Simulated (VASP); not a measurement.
Se, 3 atoms in the cell. It takes space group P3_121 (No. 152, trigonal). The conventional cell has a = 4.277 Å, b = 4.277 Å, c = 4.852 Å, α = 90.00°, β = 90.00°, γ = 120.00°. Se (site symmetry 2) has 2 Se at 2.32 Å within 3.1 Å. 

* Program: VASP 6.6.1
* Task: electric field gradients
* Functional: PBEsol
* Potentials or basis: VASP PAW PBE potentials, release 64 (Se)
* Cutoff: 520 eV
* k mesh: 6 × 6 × 5
* Occupations: fermi-dirac, width 0.03 eV
* Spin: no spin polarisation
* Dipole correction: no
* Further INCAR settings: ALGO = Normal; EDIFF = 1e-08; NBANDS = 16

Potentials or basis: VASP PAW PBE potentials, release 64 (Se).

Launch:

```bash
$ cat potpaw_PBE.64/Se/POTCAR > POTCAR
$ mpirun -np 1 vasp_std > vasp.out
```

Hardware: 1 thread of AMD EPYC 7R43 64-Core Processor (Zen 3) (shared host).

Problem. Estimate the wall time of this run.

Solution. Wall time 48 s on 1 thread of AMD EPYC 7R43 64-Core Processor (Zen 3), with other jobs on the host, peak memory 0.14 GiB. Counts: scf iterations 14, k points 27.
